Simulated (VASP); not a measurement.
# SnTe in VASP: further runs, part 2 of 3

VASP 6.6.1.

## 4. Single point, PBE-based screened hybrid

This run uses another cell than the first one, of 32.14 Å³/atom, 1.027 times its volume.

Contents of POSCAR:

```
SnTe
1.0
    0.0000000000      3.1793963611      3.1793963611
    3.1793963611      0.0000000000      3.1793963611
    3.1793963611      3.1793963611      0.0000000000
Te Sn
1 1
Direct
    0.5000000000      0.5000000000      0.5000000000
    0.0000000000      0.0000000000      0.0000000000
```

Contents of INCAR.step1:

```
PREC = Accurate
ENCUT = 520
EDIFF = 1E-5
ISMEAR = -1
SIGMA = 0.05
LREAL = False
LASPH = True
NELM = 60
ALGO = Normal
ISIF = 2
LWAVE = True
LCHARG = False
GGA = PE
NBANDS = 17
```

Contents of INCAR.step2:

```
PREC = Accurate
ENCUT = 520
EDIFF = 1E-7
ISMEAR = -1
SIGMA = 0.05
LREAL = False
LASPH = True
NELM = 60
ALGO = Normal
ISIF = 2
LWAVE = False
LCHARG = False
GGA = PE
LHFCALC = True
AEXX = 0.25
HFSCREEN = 0.3
PRECFOCK = Normal
ISTART = 1
NBANDS = 17
```

Contents of KPOINTS:

```
Automatic mesh
0
Gamma
  4 4 4
```

Potentials or basis: VASP PAW PBE potentials, release 64 (Te, Sn_d).

On the command line:

```sh
cat potpaw_PBE.64/Te/POTCAR potpaw_PBE.64/Sn_d/POTCAR > POTCAR
cp INCAR.step1 INCAR
mpirun -np 1 vasp_std > vasp.out
cp INCAR.step2 INCAR
mpirun -np 1 vasp_std > vasp.out
```

OUTCAR:

```text
PREC = Accurate
   ENCUT = 520
   EDIFF = 1E-7
   ISMEAR = -1
   LREAL = False
   LASPH = True
   NELM = 60
   ISIF = 2
   GGA = PE
   LHFCALC = True
   AEXX = 0.25
   HFSCREEN = 0.3
   PRECFOCK = Normal
   ISTART = 1

 ion  position               nearest neighbor table
   1  0.500  0.500  0.500-   2 3.18   2 3.18   2 3.18   2 3.18   2 3.18   2 3.18
   2  0.000  0.000  0.000-   1 3.18   1 3.18   1 3.18   1 3.18   1 3.18   1 3.18

  LATTYP: Found a face centered cubic cell.
 ALAT       =     6.3587927222

  Lattice vectors:

 A1 = (   0.0000000000,   3.1793963611,   3.1793963611)
 A2 = (   3.1793963611,   0.0000000000,   3.1793963611)
 A3 = (   3.1793963611,   3.1793963611,   0.0000000000)

Analysis of symmetry for initial positions (statically):
[... 33 lines left out ...]
                                     Primitive cell

  volume of cell :      64.2782

  direct lattice vectors                    reciprocal lattice vectors
     0.000000000  3.179396361  3.179396361    -0.157262557  0.157262557  0.157262557
     3.179396361  0.000000000  3.179396361     0.157262557 -0.157262557  0.157262557
     3.179396361  3.179396361  0.000000000     0.157262557  0.157262557 -0.157262557

  length of vectors
     4.496345454  4.496345454  4.496345454     0.272386738  0.272386738  0.272386738

  position of ions in fractional coordinates (direct lattice)
     0.500000000  0.500000000  0.500000000
     0.000000000  0.000000000  0.000000000

  ion indices of the primitive-cell ions
   primitive index   ion index
                 1           1
                 2           2

----------------------------------------------------------------------------------------

 KPOINTS: Automatic mesh

Automatic generation of k-mesh.
 Grid dimensions read from file:
 generate k-points for:    4    4    4

 Generating k-lattice:

  Cartesian coordinates                     Fractional coordinates (reciprocal lattice)
    -0.039315639  0.039315639  0.039315639     0.250000000  0.000000000  0.000000000
     0.039315639 -0.039315639  0.039315639     0.000000000  0.250000000  0.000000000
     0.039315639  0.039315639 -0.039315639     0.000000000  0.000000000  0.250000000

  Length of vectors
     0.068096685  0.068096685  0.068096685

  Shift w.r.t. Gamma in fractional coordinates (k-lattice)
     0.000000000  0.000000000  0.000000000

 Subroutine IBZKPT returns following result:
 ===========================================

 Found      8 irreducible k-points:

 Following reciprocal coordinates:
            Coordinates               Weight
  0.000000  0.000000  0.000000      1.000000
  0.250000  0.000000  0.000000      8.000000
  0.500000  0.000000  0.000000      4.000000
  0.250000  0.250000  0.000000      6.000000
  0.500000  0.250000  0.000000     24.000000
 -0.250000  0.250000  0.000000     12.000000
  0.500000  0.500000  0.000000      3.000000
 -0.250000  0.500000  0.250000      6.000000
   k-points           NKPTS =      8   k-points in BZ     NKDIM =     64   number of bands    NBANDS=     17
   number of dos      NEDOS =    301   number of ions     NIONS =      2
   total plane-waves  NPLWV =  46656
   dimension x,y,z NGX =    36 NGY =   36 NGZ =   36
   dimension x,y,z NGXF=    72 NGYF=   72 NGZF=   72
   ions per type =               1   1
   NGX,Y,Z   is equivalent  to a cutoff of  13.31, 13.31, 13.31 a.u.
   NGXF,Y,Z  is equivalent  to a cutoff of  26.62, 26.62, 26.62 a.u.
 SYSTEM =  unknown system
   PREC   = accura    normal or accurate (medium, high low for compatibility)
   ISTART =      1    job   : 0-new  1-cont  2-samecut
   ICHARG =      0    charge: 1-file 2-atom 10-const
   ISPIN  =      1    spin polarized calculation?
   LNONCOLLINEAR =      F non collinear calculations
   LSORBIT =      F    spin-orbit coupling
   LASPH  =      T    aspherical Exc in radial PAW
   ENCUT  =  520.0 eV  38.22 Ry    6.18 a.u.   8.36  8.36  8.36*2*pi/ulx,y,z
   NELM   =     60;   NELMIN=  2; NELMDL=  0     # of ELM steps
   EDIFF  = 0.1E-06   stopping-criterion for ELM
   LREAL  =      F    real-space projection
   EDIFFG = 0.1E-05   stopping-criterion for IOM
   NSW    =      0    number of steps for IOM
   IBRION =     -1    ionic relax: 0-MD 1-quasi-New 2-CG
   NFREE  =      0    steps in history (QN), initial steepest desc. (CG)
   ISIF   =      2    stress and relaxation
   ISYM   =      3    0-nonsym 1-usesym 2-fastsym
   POTIM  = 0.5000    time-step for ionic-motion
   TEBEG  =    0.0;   TEEND  =   0.0 temperature during run
   PSTRESS=    0.0 pullay stress
   NELECT =      20.0000    total number of electrons
   NUPDOWN=      -1.0000    fix difference up-down
   EMIN   =  10.00;   EMAX   =-10.00  energy-range for DOS
   EFERMI =   0.00;   METHOD = LEGACY
   ISMEAR =    -1;   SIGMA  =   0.05  broadening in eV -4-tet -1-fermi 0-gaus
   EFERMI_NEDOS =   21; number of points for ismear=-14 and -15
   IALGO  =     38    algorithm
   IMIX   =      1    mixing-type and parameters
     AMIX     =   0.40;   BMIX     =  1.00
     AMIX_MAG =   1.60;   BMIX_MAG =  1.00
  volume/ion in A,a.u.               =      32.14       216.89
  Fermi-wavevector in a.u.,A,eV,Ry     =   1.109337  2.096343 16.743718  1.230629
  Thomas-Fermi vector in A             =   2.245875
   LORBIT       =      0    0 simple, 1 ext, 2 COOP (PROOUT), +10 PAW based schemes
   GGA     = PE    functional components
   LHFCALC =     T    Hartree Fock is set to
   PRECFOCK=normal    Normal, Fast or Accurate (Low or Medium for compatibility)
   ENCUT4O =  -1.0   cutoff for four orbital integrals eV
   NKREDX  =     1    reduce k-point grid by
   NKREDY  =     1    reduce k-point grid by
   NKREDZ  =     1    reduce k-point grid by
   AEXX    =    0.2500 exact exchange contribution
   HFSCREEN=    0.3000 screening length (either q_TF or 0.3 A-1)
   HFSCREENC=   0.3000 screening length for correlation (either q_TF or 0.3 A-1)
   ENCUTFOCK=  -1.0 apply spherical cutoff to Coloumb kernel
   IVDW    =     0    specifies the selected vdW correction
   LEPSILON=     F    determine dielectric tensor
   LRPA    =     F    only Hartree local field effects (RPA)
 non-spin polarized calculation
  energy-cutoff  :      520.00
  volume of cell :       64.28
 maximum number of plane-waves:      1759
 NGX is ok and might be reduce to    36
  NGX = 28; NGY = 28; NGZ = 28

 number of electron      20.0000001 magnetization

 Free energy of the ion-electron system (eV)
  ---------------------------------------------------
  ext. energy  EPLUGINS =         0.00000000
  ---------------------------------------------------
  free energy    TOTEN  =        -8.72067002 eV

  energy without entropy =       -8.71269870  energy(sigma->0) =       -8.71668436

 E-fermi :   6.6197     XC(G=0):  -7.9715

 val. band max:        6.5850034543   @ k =   0.5000   0.0000   0.0000
 cond. band min:       6.6544336240   @ k =   0.5000   0.0000   0.0000
 fundamental gap:      0.0694301696
 Fermi energy:         6.6196873575

 k-point     1 :       0.0000    0.0000    0.0000
  band No.  band energies     occupation
      1     -17.6033      2.00000
      2     -17.6033      2.00000
      3     -17.5922      2.00000
      4     -17.5922      2.00000
      5     -17.5922      2.00000
      6      -7.3380      2.00000
[... 9 lines left out ...]
     16      11.6298      0.00000
     17      13.7407      0.00000

 k-point     2 :       0.2500    0.0000    0.0000
  band No.  band energies     occupation
      1     -17.6057      2.00000
      2     -17.6057      2.00000
      3     -17.5915      2.00000
      4     -17.5894      2.00000
      5     -17.5894      2.00000
      6      -6.8022      2.00000
[... 9 lines left out ...]
     16      12.8879      0.00000
     17      16.8380      0.00000

 k-point     3 :       0.5000    0.0000    0.0000
  band No.  band energies     occupation
      1     -17.6084      2.00000
      2     -17.6084      2.00000
      3     -17.5908      2.00000
      4     -17.5862      2.00000
      5     -17.5862      2.00000
      6      -5.9757      2.00000
[... 72 lines left out ...]
 k-point     7 :       0.5000    0.5000    0.0000
  band No.  band energies     occupation
      1     -17.6197      2.00000
      2     -17.5991      2.00000
      3     -17.5956      2.00000
      4     -17.5825      2.00000
      5     -17.5825      2.00000
      6      -5.6638      2.00000
[... 9 lines left out ...]
     16      17.6260      0.00000
     17      17.8429      0.00000

 k-point     8 :      -0.2500    0.5000    0.2500
  band No.  band energies     occupation
      1     -17.6146      2.00000
      2     -17.6040      2.00000
      3     -17.5892      2.00000
      4     -17.5892      2.00000
      5     -17.5825      2.00000
      6      -5.5694      2.00000
[... 9 lines left out ...]
     16      17.2603      0.00000
     17      17.9259      0.00000

------------------------ aborting loop because EDIFF is reached ----------------------------------------

  FORCE on cell =-STRESS in cart. coord.  units (eV):
  Direction    XX          YY          ZZ          XY          YZ          ZX
  --------------------------------------------------------------------------------------
  -------------------------------------------------------------------------------------
  Total       -0.1354693     -0.1354693     -0.1354693      0.0000000      0.0000000      0.0000000
  in kB       -3.3766601     -3.3766601     -3.3766601      0.0000000      0.0000000      0.0000000
  external PRESSURE =      -3.3766601 kB  Pullay stress =       0.0000000 kB

 VOLUME and BASIS-vectors are now :
 -----------------------------------------------------------------------------
  energy-cutoff  :      520.00
  volume of cell :       64.28
      direct lattice vectors                 reciprocal lattice vectors
     0.000000000  3.179396361  3.179396361    -0.157262557  0.157262557  0.157262557
     3.179396361  0.000000000  3.179396361     0.157262557 -0.157262557  0.157262557
     3.179396361  3.179396361  0.000000000     0.157262557  0.157262557 -0.157262557

 POSITION                                       TOTAL-FORCE (eV/Angst)
 -----------------------------------------------------------------------------------
      3.17940      3.17940      3.17940        -0.000000      0.000000      0.000000
      0.00000      0.00000      0.00000         0.000000     -0.000000     -0.000000
 -----------------------------------------------------------------------------------
    total drift:                               -0.000001     -0.000001     -0.000000

  FREE ENERGIE OF THE ION-ELECTRON SYSTEM (eV)
  ---------------------------------------------------
  free  energy   TOTEN  =        -8.7206700222 eV

  energy  without entropy=       -8.7126987020  energy(sigma->0) =       -8.71668436
```

Run time: 22 min. Hardware: 1 thread of Intel Xeon Platinum 8375C at 2.90GHz (Ice Lake), shared host; peak memory 0.32 GiB.

What came out:

| Item | Value |
| --- | --- |
| Free energy | -8.7207 eV |
| Pressure | -0.3 GPa |
| Band gap on the k mesh | 0.07 eV, direct |

Levels at points of the mesh, in eV from the valence-band top:
| k point | band 6 | band 7 | band 8 | band 9 | band 10 | band 11 | band 12 | band 13 | band 14 | band 15 |
| --- | --- | --- | --- | --- | --- | --- | --- | --- | --- | --- |
| (0.00, 0.00, 0.00) | -13.92 | -5.16 | -2.44 | -2.44 | -2.44 | 3.64 | 3.64 | 3.64 | 5.04 | 5.04 |
| (0.50, 0.00, 0.00) | -12.56 | -9.07 | -2.11 | -2.11 | 0.00 | 0.07 | 0.48 | 0.48 | 8.14 | 9.13 |
| (0.50, 0.50, 0.00) | -12.25 | -7.04 | -6.05 | -4.11 | -4.11 | 2.38 | 5.25 | 5.25 | 6.74 | 9.37 |

Caveat: the k points lie up to 0.43 Å⁻¹ apart; the PAW data sets were made with another functional, which shifts forces and pressure a little; spin-orbit coupling is left out, which moves the levels of the heavy elements.

## 5. Single point, PBEsol+D3(BJ)

This run uses another cell than the first one, of 32.53 Å³/atom, 1.040 times its volume.

Contents of INCAR:

```
SYSTEM = SnTe
PREC     = Accurate       ! precision mode
ENCUT    = 520            ! plane-wave cutoff, eV
EDIFF    = 1E-6           ! SCF threshold, eV
ISMEAR   = -1             ! smearing method
SIGMA    = 0.05           ! smearing width, eV
LREAL    = .False.        ! projectors in reciprocal space
LASPH    = .True.         ! aspherical terms in the spheres
NELM     = 80             ! most SCF steps
ALGO     = Normal         ! electronic algorithm
ISIF     = 2              ! what is computed and relaxed
LWAVE    = .False.        ! write WAVECAR
LCHARG   = .True.         ! write CHGCAR
GGA      = PS             ! functional
IVDW     = 12             ! dispersion correction
LELF     = .True.         ! ELF
LVHAR    = .True.       
NBANDS   = 17             ! bands
```

Contents of KPOINTS:

```
regular mesh
0
Gamma
  7 7 7
  0 0 0
```

Contents of POSCAR:

```
SnTe
1.0
    0.0000000000      3.1923133075      3.1923133075
    3.1923133075      0.0000000000      3.1923133075
    3.1923133075      3.1923133075      0.0000000000
Te Sn
1 1
Direct
    0.5000000000      0.5000000000      0.5000000000
    0.0000000000      0.0000000000      0.0000000000
```

On the command line:

```sh
cat potpaw_PBE.64/Te/POTCAR potpaw_PBE.64/Sn_d/POTCAR > POTCAR
mpirun -np 1 vasp_std > vasp.out
```

Run time: 23 s. Hardware: 1 thread of Intel Xeon Platinum 8259CL at 2.50GHz (Skylake/Cascade Lake), shared host; peak memory 0.22 GiB.

The run converged. Its results:

* Free energy: -9.0734 eV
* Pressure: -3.8 GPa
* Dispersion energy per atom: -0.374 eV

Levels at points of the mesh, in eV from the Fermi level:
| k point | band 7 | band 8 | band 9 | band 10 | band 11 | band 12 | band 13 | band 14 |
| --- | --- | --- | --- | --- | --- | --- | --- | --- |
| (0.00, 0.00, 0.00) | -4.88 | -2.04 | -2.04 | -2.04 | 3.23 | 3.23 | 3.23 | 4.77 |

Caveat: this odd mesh misses L, where the gap lies, so gap, dielectric constants and Born charges aren't listed; the PAW data sets were made with another functional, which shifts forces and pressure a little; spin-orbit coupling is left out, which moves the levels of the heavy elements.

[end of part 2 of 3]
